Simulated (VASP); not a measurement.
# Ga3O (Pm-3m) in VASP: a series of runs, part 2 of 2

VASP 6.6.1. The steps go on from the part before.

## 5. Single point, PBE

This run uses another cell than the first one, of 16.06 Å³/atom.

Input file INCAR:

```
SYSTEM = Ga3O
PREC = Accurate ; ENCUT = 520
EDIFF = 1E-7 ; ISMEAR = 0
SIGMA = 0.1 ; LREAL = .False.
LASPH = .True. ; NELM = 100
ALGO = Normal ; ISIF = 2
LWAVE = .False. ; LCHARG = .False.
GGA = PE ; NBANDS = 30
```

Input file KPOINTS:

```
regular mesh
0
Gamma
  12 12 12
  0 0 0
```

Input file POSCAR:

```
Ga3O
1.0
    4.0047344961      0.0000000000      0.0000000000
    0.0000000000      4.0047344961      0.0000000000
    0.0000000000      0.0000000000      4.0047344961
Ga O
3 1
Direct
    0.0000000000      0.5000000000      0.5000000000
    0.5000000000      0.0000000000      0.5000000000
    0.5000000000      0.5000000000      0.0000000000
    0.0000000000      0.0000000000      0.0000000000
```

Potentials or basis: VASP PAW PBE potentials, release 64 (Ga_d, O).

Command:

```sh
$ cat potpaw_PBE.64/Ga_d/POTCAR potpaw_PBE.64/O/POTCAR > POTCAR
$ mpirun -np 1 vasp_std > vasp.out
```

OUTCAR:

```text
SYSTEM = Ga3O
   PREC = Accurate
   ENCUT = 520
   EDIFF = 1E-7
   ISMEAR = 0
   LREAL = .False.
   LASPH = .True.
   NELM = 100
   ISIF = 2
   GGA = PE

 ion  position               nearest neighbor table
   1  0.000  0.500  0.500-   2 2.83   3 2.83   3 2.83   2 2.83   2 2.83   3 2.83   3 2.83   2 2.83

   2  0.500  0.000  0.500-   1 2.83   3 2.83   3 2.83   1 2.83   3 2.83   3 2.83   1 2.83   1 2.83

   3  0.500  0.500  0.000-   1 2.83   2 2.83   1 2.83   2 2.83   2 2.83   2 2.83   1 2.83   1 2.83

   4  0.000  0.000  0.000-

  LATTYP: Found a simple cubic cell.
 ALAT       =     4.0047344961

  Lattice vectors:

 A1 = (   4.0047344961,   0.0000000000,   0.0000000000)
 A2 = (   0.0000000000,   4.0047344961,   0.0000000000)
 A3 = (   0.0000000000,   0.0000000000,   4.0047344961)

Analysis of symmetry for initial positions (statically):
=====================================================================
 Subroutine PRICEL returns:
 Original cell was already a primitive cell.

 Routine SETGRP: Setting up the symmetry group for a
 simple cubic supercell.

 Subroutine GETGRP returns: Found 48 space group operations
 (whereof 48 operations were pure point group operations)
 out of a pool of 48 trial point group operations.

The static configuration has the point symmetry O_h .

Analysis of symmetry for dynamics (positions and initial velocities):
=====================================================================
 Subroutine PRICEL returns:
 Original cell was already a primitive cell.

 Routine SETGRP: Setting up the symmetry group for a
 simple cubic supercell.

 Subroutine GETGRP returns: Found 48 space group operations
 (whereof 48 operations were pure point group operations)
 out of a pool of 48 trial point group operations.

The dynamic configuration has the point symmetry O_h .

 Subroutine INISYM returns: Found 48 space group operations
 (whereof 48 operations are pure point group operations),
 and found     1 'primitive' translations

[... 119 lines left out ...]
  volume/ion in A,a.u.               =      16.06       108.36
  Fermi-wavevector in a.u.,A,eV,Ry     =   1.454025  2.747709 28.765292  2.114189
  Thomas-Fermi vector in A             =   2.571224
   LORBIT       =      0    0 simple, 1 ext, 2 COOP (PROOUT), +10 PAW based schemes
   GGA     = PE    functional components
   LHFCALC =     F    Hartree Fock is set to
   AEXX    =    0.0000 exact exchange contribution
   IVDW    =     0    specifies the selected vdW correction
   LEPSILON=     F    determine dielectric tensor
   LRPA    =     F    only Hartree local field effects (RPA)
 non-spin polarized calculation
 Gauss-broadening in eV      SIGMA  =   0.10
  energy-cutoff  :      520.00
  volume of cell :       64.23
 maximum number of plane-waves:      1759
 NGX is ok and might be reduce to    30
   NGX = 15   NGY = 15   NGZ = 15

 number of electron      44.9999984 magnetization

 Free energy of the ion-electron system (eV)
  ---------------------------------------------------
  ext. energy  EPLUGINS =         0.00000000
  ---------------------------------------------------
  free energy    TOTEN  =       -13.78354549 eV

  energy without entropy =      -13.77707552  energy(sigma->0) =      -13.78031051

 E-fermi :   5.0761     XC(G=0): -11.0744

 val. band max:        5.0693428095   @ k =   0.5000   0.2500   0.2500
 cond. band min:       5.0869500460   @ k =   0.3333   0.3333   0.0833
 fundamental gap:      0.0176072365
 Fermi energy:         5.0760724452

 k-point     1 :       0.0000    0.0000    0.0000
  band No.  band energies     occupation
      1     -11.8980      2.00000
      2     -10.0946      2.00000
      3     -10.0946      2.00000
      4     -10.0946      2.00000
      5     -10.0882      2.00000
      6      -9.9707      2.00000
[... 781 lines left out ...]
     29      11.1931      0.00000
     30      13.3115      0.00000

 [... further k-points ...]

------------------------ aborting loop because EDIFF is reached ----------------------------------------

  FORCE on cell =-STRESS in cart. coord.  units (eV):
  Direction    XX          YY          ZZ          XY          YZ          ZX
  --------------------------------------------------------------------------------------
  -------------------------------------------------------------------------------------
  Total        0.0298719      0.0298719      0.0298719      0.0000000      0.0000000     -0.0000000
  in kB        0.7451650      0.7451650      0.7451650      0.0000000      0.0000000     -0.0000000
  external PRESSURE =       0.7451650 kB  Pullay stress =       0.0000000 kB

 VOLUME and BASIS-vectors are now :
 -----------------------------------------------------------------------------
  energy-cutoff  :      520.00
  volume of cell :       64.23
      direct lattice vectors                 reciprocal lattice vectors
     4.004734496  0.000000000  0.000000000     0.249704444  0.000000000  0.000000000
     0.000000000  4.004734496  0.000000000     0.000000000  0.249704444  0.000000000
     0.000000000  0.000000000  4.004734496     0.000000000  0.000000000  0.249704444

 POSITION                                       TOTAL-FORCE (eV/Angst)
 -----------------------------------------------------------------------------------
      0.00000      2.00237      2.00237         0.000000      0.000000      0.000000
      2.00237      0.00000      2.00237         0.000000      0.000000      0.000000
      2.00237      2.00237      0.00000         0.000000      0.000000      0.000000
      0.00000      0.00000      0.00000         0.000000      0.000000      0.000000
 -----------------------------------------------------------------------------------
    total drift:                                0.000000      0.000000     -0.000000

  FREE ENERGIE OF THE ION-ELECTRON SYSTEM (eV)
  ---------------------------------------------------
  free  energy   TOTEN  =       -13.7835454907 eV

  energy  without entropy=      -13.7770755238  energy(sigma->0) =      -13.78031051
```

OSZICAR:

```text
N       E                     dE             d eps       ncg     rms          rms(c)
DAV:   1     0.324980608284E+03    0.32498E+03   -0.21338E+04  5388   0.274E+03
DAV:   2     0.302585598678E+02   -0.29472E+03   -0.28224E+03  5234   0.534E+02
DAV:   3    -0.139894660956E+02   -0.44248E+02   -0.42215E+02  5800   0.148E+02
DAV:   4    -0.159268538010E+02   -0.19374E+01   -0.19263E+01  5710   0.328E+01
DAV:   5    -0.159757688202E+02   -0.48915E-01   -0.48900E-01  5808   0.509E+00    0.879E+00
DAV:   6    -0.152538828713E+02    0.72189E+00   -0.31497E+01  6842   0.232E+01    0.109E+01
DAV:   7    -0.138475386326E+02    0.14063E+01   -0.10520E+01  6692   0.169E+01    0.158E+00
DAV:   8    -0.138085958084E+02    0.38943E-01   -0.57817E-01  5368   0.387E+00    0.777E-01
DAV:   9    -0.137927111815E+02    0.15885E-01   -0.22393E-01  8074   0.189E+00    0.827E-01
DAV:  10    -0.137831263977E+02    0.95848E-02   -0.57575E-02  6398   0.119E+00    0.721E-02
DAV:  11    -0.137835452994E+02   -0.41890E-03   -0.29181E-03  6018   0.306E-01    0.290E-02
DAV:  12    -0.137835536264E+02   -0.83270E-05   -0.21905E-04  7530   0.721E-02    0.255E-02
DAV:  13    -0.137835466796E+02    0.69468E-05   -0.19749E-05  6254   0.266E-02    0.111E-02
DAV:  14    -0.137835455321E+02    0.11475E-05   -0.45898E-06  5716   0.961E-03    0.325E-03
DAV:  15    -0.137835454907E+02    0.41407E-07   -0.36747E-07  4288   0.251E-03
   1 F= -.13783545E+02 E0= -.13780311E+02  d E =-.646997E-02
```

stdout:

```text
POSCAR found type information on POSCAR GaO
 POSCAR found :  2 types and       4 ions
 scaLAPACK will be used
 LDA part: xc-table for (Slater+PW92), standard interpolation
 POSCAR, INCAR and KPOINTS ok, starting setup
 FFT: planning ... GRIDC
 FFT: planning ... GRID_SOFT
 FFT: planning ... GRID
 WAVECAR not read
 entering main loop
```

Run time: 2.8 min. Hardware: 1 thread of Intel Xeon 8259CL, shared host; peak memory 0.26 GiB.

What came out:

| Item | Value |
| --- | --- |
| Free energy | -13.7835 eV |
| Pressure | 0.1 GPa |
| Band gap on the k mesh | zero (an odd number of electrons rules out a gap without spin polarisation) |

Levels at points of the mesh, in eV from the Fermi level:
```
           k point  band 20  band 21  band 22  band 23  band 24  band 25
(0.00, 0.00, 0.00)    -3.42    -1.26    -1.26     0.75     0.75     0.75
(0.50, 0.00, 0.00)    -2.55    -1.55    -0.26     0.27     0.27     2.80
(0.50, 0.50, 0.00)    -2.17    -1.37    -0.83    -0.83     2.55     2.82
(0.50, 0.50, 0.50)    -4.52    -4.41    -4.41    -4.41     1.95     1.95
```

## 6. Relaxation of cell and atoms, PBE

Input file INCAR:

```
SYSTEM = Ga3O
PREC     = Accurate       ! precision mode
ENCUT    = 600            ! plane-wave cutoff, eV
EDIFF    = 1E-6           ! SCF threshold, eV
ISMEAR   = 0              ! smearing method
SIGMA    = 0.1            ! smearing width, eV
LREAL    = .FALSE.        ! projectors in reciprocal space
LASPH    = .TRUE.         ! aspherical terms in the spheres
NELM     = 100            ! most SCF steps
ALGO     = Normal         ! electronic algorithm
ISIF     = 3              ! what is computed and relaxed
LWAVE    = .FALSE.        ! write WAVECAR
LCHARG   = .FALSE.        ! write CHGCAR
GGA      = PE             ! functional
IBRION   = 2              ! ionic algorithm
NSW      = 100            ! ionic steps
EDIFFG   = -0.01          ! ionic threshold
```

Input file KPOINTS:

```
regular mesh
0
G
  12 12 12
  0 0 0
```

Input file POSCAR:

```
Ga3O
1.0
    4.0180114451      0.0000000000      0.0000000000
    0.0000000000      4.0180114451      0.0000000000
    0.0000000000      0.0000000000      4.0180114451
Ga O
3 1
Direct
    0.0000000000      0.5000000000      0.5000000000
    0.5000000000      0.0000000000      0.5000000000
    0.5000000000      0.5000000000      0.0000000000
    0.0000000000      0.0000000000      0.0000000000
```

Potentials or basis: VASP PAW PBE potentials, release 64 (Ga_d, O).

Command:

```sh
$ cat potpaw_PBE.64/Ga_d/POTCAR potpaw_PBE.64/O/POTCAR > POTCAR
$ mpirun -np 1 vasp_std > vasp.out
```

OUTCAR:

```text
SYSTEM = Ga3O
   PREC = Accurate
   ENCUT = 600
   EDIFF = 1E-6
   ISMEAR = 0
   LREAL = .FALSE.
   LASPH = .TRUE.
   NELM = 100
   ISIF = 3
   GGA = PE
   IBRION = 2
   NSW = 100
   EDIFFG = -0.01

 ion  position               nearest neighbor table
   1  0.000  0.500  0.500-   2 2.84   3 2.84   3 2.84   2 2.84   2 2.84   3 2.84   3 2.84   2 2.84

   2  0.500  0.000  0.500-   1 2.84   3 2.84   3 2.84   1 2.84   3 2.84   3 2.84   1 2.84   1 2.84

   3  0.500  0.500  0.000-   1 2.84   2 2.84   1 2.84   2 2.84   2 2.84   2 2.84   1 2.84   1 2.84

   4  0.000  0.000  0.000-

  LATTYP: Found a simple cubic cell.
 ALAT       =     4.0180114451

  Lattice vectors:

 A1 = (   4.0180114451,   0.0000000000,   0.0000000000)
 A2 = (   0.0000000000,   4.0180114451,   0.0000000000)
 A3 = (   0.0000000000,   0.0000000000,   4.0180114451)

Analysis of symmetry for initial positions (statically):
=====================================================================
 Subroutine PRICEL returns:
 Original cell was already a primitive cell.

 Routine SETGRP: Setting up the symmetry group for a
 simple cubic supercell.

 Subroutine GETGRP returns: Found 48 space group operations
 (whereof 48 operations were pure point group operations)
 out of a pool of 48 trial point group operations.

The static configuration has the point symmetry O_h .

Analysis of symmetry for dynamics (positions and initial velocities):
=====================================================================
 Subroutine PRICEL returns:
 Original cell was already a primitive cell.

 Routine SETGRP: Setting up the symmetry group for a
 simple cubic supercell.

 Subroutine GETGRP returns: Found 48 space group operations
 (whereof 48 operations were pure point group operations)
 out of a pool of 48 trial point group operations.

The dynamic configuration has the point symmetry O_h .

 Subroutine INISYM returns: Found 48 space group operations
 (whereof 48 operations are pure point group operations),
 and found     1 'primitive' translations

----------------------------------------------------------------------------------------

                                     Primitive cell

  volume of cell :      64.8684

  direct lattice vectors                    reciprocal lattice vectors
     4.018011445  0.000000000  0.000000000     0.248879331  0.000000000  0.000000000
     0.000000000  4.018011445  0.000000000     0.000000000  0.248879331  0.000000000
     0.000000000  0.000000000  4.018011445     0.000000000  0.000000000  0.248879331

  length of vectors
     4.018011445  4.018011445  4.018011445     0.248879331  0.248879331  0.248879331

[... 113 lines left out ...]
   LEPSILON=     F    determine dielectric tensor
   LRPA    =     F    only Hartree local field effects (RPA)
 conjugate gradient relaxation of ions
 non-spin polarized calculation
 Gauss-broadening in eV      SIGMA  =   0.10
  energy-cutoff  :      600.00
  volume of cell :       64.87
 maximum number of plane-waves:      2208
   NGX = 17   NGY = 17   NGZ = 17

--------------------------------------- Ionic step        1  -------------------------------------------

 number of electron      45.0000043 magnetization

 Free energy of the ion-electron system (eV)
  ---------------------------------------------------
  ext. energy  EPLUGINS =         0.00000000
  ---------------------------------------------------
  free energy    TOTEN  =       -13.78355622 eV

  energy without entropy =      -13.77708819  energy(sigma->0) =      -13.78032220

------------------------ aborting loop because EDIFF is reached ----------------------------------------

  FORCE on cell =-STRESS in cart. coord.  units (eV):
  Direction    XX          YY          ZZ          XY          YZ          ZX
  --------------------------------------------------------------------------------------
  -------------------------------------------------------------------------------------
  Total       -0.2525698     -0.2525698     -0.2525698      0.0000000     -0.0000000     -0.0000000
  in kB       -6.2381896     -6.2381896     -6.2381896      0.0000000     -0.0000000     -0.0000000
  external PRESSURE =      -6.2381896 kB  Pullay stress =       0.0000000 kB

 VOLUME and BASIS-vectors are now :
 -----------------------------------------------------------------------------
  energy-cutoff  :      600.00
  volume of cell :       64.87
      direct lattice vectors                 reciprocal lattice vectors
     4.018011445  0.000000000  0.000000000     0.248879331  0.000000000  0.000000000
     0.000000000  4.018011445  0.000000000     0.000000000  0.248879331  0.000000000
     0.000000000  0.000000000  4.018011445     0.000000000  0.000000000  0.248879331

 POSITION                                       TOTAL-FORCE (eV/Angst)
 -----------------------------------------------------------------------------------
      0.00000      2.00901      2.00901         0.000000      0.000000      0.000000
      2.00901      0.00000      2.00901         0.000000      0.000000      0.000000
      2.00901      2.00901      0.00000         0.000000      0.000000      0.000000
      0.00000      0.00000      0.00000         0.000000      0.000000      0.000000
 -----------------------------------------------------------------------------------
    total drift:                                0.000000     -0.000000     -0.000000

  FREE ENERGIE OF THE ION-ELECTRON SYSTEM (eV)
  ---------------------------------------------------
  free  energy   TOTEN  =       -13.7835562160 eV

  energy  without entropy=      -13.7770881879  energy(sigma->0) =      -13.78032220

--------------------------------------- Ionic step        2  -------------------------------------------

 number of electron      45.0000022 magnetization

 Free energy of the ion-electron system (eV)
  ---------------------------------------------------
  ext. energy  EPLUGINS =         0.00000000
  ---------------------------------------------------
  free energy    TOTEN  =       -13.78484153 eV

  energy without entropy =      -13.77837172  energy(sigma->0) =      -13.78160663

 E-fermi :   5.0683     XC(G=0): -11.0702

 val. band max:        5.0610310895   @ k =   0.5000   0.2500   0.2500
 cond. band min:       5.0790727518   @ k =   0.3333   0.3333   0.0833
 fundamental gap:      0.0180416622
 Fermi energy:         5.0682505046

 k-point     1 :       0.0000    0.0000    0.0000
  band No.  band energies     occupation
      1     -11.9021      2.00000
      2     -10.1019      2.00000
      3     -10.1019      2.00000
      4     -10.1019      2.00000
      5     -10.0954      2.00000
      6      -9.9782      2.00000
[... 709 lines left out ...]
     26       8.6650      0.00000
     27      10.1640      0.00000

 [... further k-points ...]

------------------------ aborting loop because EDIFF is reached ----------------------------------------

  FORCE on cell =-STRESS in cart. coord.  units (eV):
  Direction    XX          YY          ZZ          XY          YZ          ZX
  --------------------------------------------------------------------------------------
  -------------------------------------------------------------------------------------
  Total       -0.0250161     -0.0250161     -0.0250161      0.0000000     -0.0000000      0.0000000
  in kB       -0.6235491     -0.6235491     -0.6235491      0.0000000     -0.0000000      0.0000000
  external PRESSURE =      -0.6235491 kB  Pullay stress =       0.0000000 kB

 VOLUME and BASIS-vectors are now :
 -----------------------------------------------------------------------------
  energy-cutoff  :      600.00
  volume of cell :       64.28
      direct lattice vectors                 reciprocal lattice vectors
     4.005771940 -0.000000000 -0.000000000     0.249639774 -0.000000000  0.000000000
     0.000000000  4.005771940  0.000000000     0.000000000  0.249639774  0.000000000
    -0.000000000 -0.000000000  4.005771940     0.000000000 -0.000000000  0.249639774

 POSITION                                       TOTAL-FORCE (eV/Angst)
 -----------------------------------------------------------------------------------
     -0.00000      2.00289      2.00289        -0.000000     -0.000000      0.000000
      2.00289     -0.00000      2.00289        -0.000000     -0.000000      0.000000
      2.00289      2.00289      0.00000         0.000000      0.000000      0.000000
      0.00000      0.00000      0.00000         0.000000      0.000000      0.000000
 -----------------------------------------------------------------------------------
    total drift:                                0.000000     -0.000000     -0.000000

  FREE ENERGIE OF THE ION-ELECTRON SYSTEM (eV)
  ---------------------------------------------------
  free  energy   TOTEN  =       -13.7848415300 eV

  energy  without entropy=      -13.7783717217  energy(sigma->0) =      -13.78160663

 reached required accuracy - stopping structural energy minimisation
```

It took 3.4 min on 1 thread of Intel Xeon 8259CL, shared host; peak memory 0.29 GiB.

Results:

- Free energy: -13.7848 eV
- Relaxed volume: 16.07 Å³/atom
- Relaxed cell: a = 4.006 Å, b = 4.006 Å, c = 4.006 Å, α = 90.00°, β = 90.00°, γ = 90.00°
- Space group after relaxing (to 0.1 Å): Pm-3m (No. 221)
- Energy gained by relaxing: 0.3 meV/atom
- Ionic steps: 2
- Pressure after relaxing: -0.1 GPa
- Band gap on the k mesh: zero (an odd number of electrons rules out a gap without spin polarisation)

The path:
```
step  energy change (eV)  largest force (eV/Å)  pressure (GPa)  volume (Å³)
   1              0.0000                0.0000           -0.62        64.87
   2             -0.0013                0.0000           -0.06        64.28
```

Final structure:
```xyz
4
Lattice="4.0058 0.0000 0.0000 0.0000 4.0058 0.0000 0.0000 0.0000 4.0058" Properties=species:S:1:pos:R:3 pbc="T T T"
Ga    0.0000    2.0029    2.0029
Ga    2.0029    0.0000    2.0029
Ga    2.0029    2.0029    0.0000
O     0.0000    0.0000    0.0000
```

Levels at points of the mesh, in eV from the Fermi level:
```tsv
k point	band 19	band 20	band 21	band 22	band 23	band 24	band 25	band 26
(0.00, 0.00, 0.00)	-3.41	-3.41	-1.26	-1.26	0.75	0.75	0.75	5.99
(0.50, 0.00, 0.00)	-2.54	-2.54	-1.55	-0.26	0.28	0.28	2.80	4.34
(0.50, 0.50, 0.00)	-6.63	-2.17	-1.37	-0.83	-0.83	2.55	2.82	3.27
(0.50, 0.50, 0.50)	-4.52	-4.52	-4.41	-4.41	-4.41	1.95	1.95	1.95
```

## 7. Overview

```tsv
task	cell	k mesh	cutoff (eV)	gap on the mesh (eV)	pressure (GPa)	relaxed volume (Å³/atom)
single point	a = 4.018 Å, 4 atoms	4 × 4 × 4	520	none	0.4	-
single point	a = 3.891 Å, 4 atoms	6 × 6 × 6	520	none	6.8	-
relaxation of cell and atoms	relaxed from a = 3.891 Å, 4 atoms	4 × 4 × 4	600	none	0.0	16.31
single point	a = 4.005 Å, 4 atoms	12 × 12 × 12	520	none	0.1	-
relaxation of cell and atoms	relaxed from a = 4.018 Å, 4 atoms	12 × 12 × 12	600	none	-0.1	16.07
```

Alike in all rows: level PBE; potentials or basis VASP PAW PBE potentials, release 64 (Ga_d, O); no spin polarisation; smearing gaussian 0.1 eV.

Caveats: some runs use coarse meshes; the cell stands under pressure (at least some runs).

Total energies depend on the potentials used, so only differences within one code and one set of settings carry meaning.

The gap in the log of VASP goes by the Fermi energy; the results here count the filled bands.